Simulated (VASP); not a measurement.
Si3N4:

```xyz
14
Lattice="0.0000 3.8946 3.8946 3.8946 0.0000 3.8946 3.8946 3.8946 0.0000" Properties=species:S:1:pos:R:3 pbc="T T T"
Si    2.9210    2.9210    0.9737
Si    2.9210    0.9737    2.9210
Si    0.9737    2.9210    2.9210
Si    0.9737    0.9737    0.9737
Si    5.8419    5.8419    5.8419
Si    3.8946    3.8946    3.8946
N     2.8629    2.8629    2.8629
N     6.8737    4.8102    4.8102
N     4.8102    4.8102    6.8737
N     4.8102    6.8737    4.8102
N     4.9264    4.9264    2.8629
N     4.9264    2.8629    4.9264
N     6.8737    6.8737    6.8737
N     2.8629    4.9264    4.9264
```

- Program: VASP 6.6.1
- Task: relaxation of cell and atoms
- Functional: PBE
- Dispersion: D3(BJ)
- Potentials or basis: VASP PAW PBE potentials, release 64 (Si, N)
- Cutoff: 600 eV
- k mesh: 6 × 6 × 6
- Occupations: gaussian, width 0.02 eV
- Spin: no spin polarisation

At the start: pressure -6.4 GPa; volume 8.44 Å³/atom.

Q: Where does the relaxation end?

A: Over 8 steps the energy falls by 3.7 meV/atom and the volume is 8.26 Å³/atom (-2.1 %); space group Fd-3m (No. 227, to 0.05 Å).

The path:
```tsv
step	energy change (eV)	largest force (eV/Å)	pressure (GPa)	volume (Å³)
1	0.0000	0.0118	-6.41	118.15
2	0.0344	0.1651	9.03	112.46
3	-0.0518	0.0780	-0.03	115.62
4	-0.0518	0.0793	0.11	115.57
5	-0.0517	0.0830	0.10	115.52
6	-0.0523	0.0032	0.10	115.55
7	-0.0523	0.0002	0.10	115.55
8	-0.0523	0.0026	-0.08	115.62
```

Final structure:
```xyz
14
Lattice="0.0000 3.8666 3.8666 3.8666 0.0000 3.8666 3.8666 3.8666 0.0000" Properties=species:S:1:pos:R:3 pbc="T T T"
Si    2.9000    2.9000    0.9667
Si    2.9000    0.9667    2.9000
Si    0.9667    2.9000    2.9000
Si    0.9667    0.9667    0.9667
Si    5.8000    5.8000    5.8000
Si    3.8666    3.8666    3.8666
N     2.8434    2.8434    2.8434
N     6.8232    4.7767    4.7767
N     4.7767    4.7767    6.8232
N     4.7767    6.8232    4.7767
N     4.8899    4.8899    2.8434
N     4.8899    2.8434    4.8899
N     6.8232    6.8232    6.8232
N     2.8434    4.8899    4.8899
```
